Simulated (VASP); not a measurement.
Set up this calculation in VASP 6.6.1, as the native input.

```yaml
Task: relaxation of cell and atoms
Functional: PBE
Potentials_or_basis: VASP PAW PBE potentials, release 64 (Cd, Hg, P)
Cutoff: 600 eV
k_mesh: 4 × 4 × 4
Occupations: gaussian, width 0.1 eV
Spin: no spin polarisation
Dipole_correction: no
Further_INCAR_settings: ALGO = Normal; EDIFF = 1e-06; IBRION = 2; EDIFFG = -0.04; NSW = 90; ISIF = 3
```

The structure of CdHgP lies in POSCAR:

```
CdHgP
1.0
    4.9175590137      0.0000000000      0.0000000000
    0.0000000000      4.9175590137      0.0000000000
    0.0000000000      0.0000000000      6.4109862935
Cd Hg P
2 2 2
Direct
    0.0000000000      0.0000000000      0.7500000000
    0.0000000000      0.0000000000      0.2500000000
    0.5000000000      0.5000000000      0.0000000000
    0.5000000000      0.5000000000      0.5000000000
    0.5000000000      0.0000000000      0.5000000000
    0.0000000000      0.5000000000      0.0000000000
```

The input as run:

INCAR

```
SYSTEM = CdHgP
PREC     = Accurate       ! precision mode
ENCUT    = 600            ! plane-wave cutoff, eV
EDIFF    = 1E-6           ! SCF threshold, eV
ISMEAR   = 0              ! smearing method
SIGMA    = 0.1            ! smearing width, eV
LREAL    = .False.        ! projectors in reciprocal space
LASPH    = .True.         ! aspherical terms in the spheres
NELM     = 100            ! most SCF steps
ALGO     = Normal         ! electronic algorithm
ISIF     = 3              ! what is computed and relaxed
LWAVE    = .False.        ! write WAVECAR
LCHARG   = .False.        ! write CHGCAR
GGA      = PE             ! functional
IBRION   = 2              ! ionic algorithm
NSW      = 90             ! ionic steps
EDIFFG   = -0.04          ! ionic threshold
```

KPOINTS

```
Automatic mesh
0
Gamma
  4 4 4
  0 0 0
```

Potentials or basis: VASP PAW PBE potentials, release 64 (Cd, Hg, P).

Run with:

```console
$ cat potpaw_PBE.64/Cd/POTCAR potpaw_PBE.64/Hg/POTCAR potpaw_PBE.64/P/POTCAR > POTCAR
$ mpirun -np 1 vasp_std > vasp.out
```

It gave:

- Relaxed volume: 26.03 Å³/atom
- Relaxed cell: a = 4.938 Å, b = 4.938 Å, c = 6.405 Å, α = 90.00°, β = 90.00°, γ = 90.00°
- Space group after relaxing (to 0.05 Å): P4_2/mmc (No. 131)
- Energy gained by relaxing: 0.3 meV/atom
- Ionic steps: 2
- Pressure after relaxing: -0.1 GPa
- Band gap on the k mesh: zero (band 29 reaches 4.54 eV, above the bottom of band 30 at 0.66 eV)

Caveat: spin-orbit coupling is left out, which moves the levels of the heavy elements.

Wall time 120 s on 1 thread of Intel(R) Xeon(R) Platinum 8488C (Sapphire Rapids), on a shared host, peak memory 0.37 GiB.
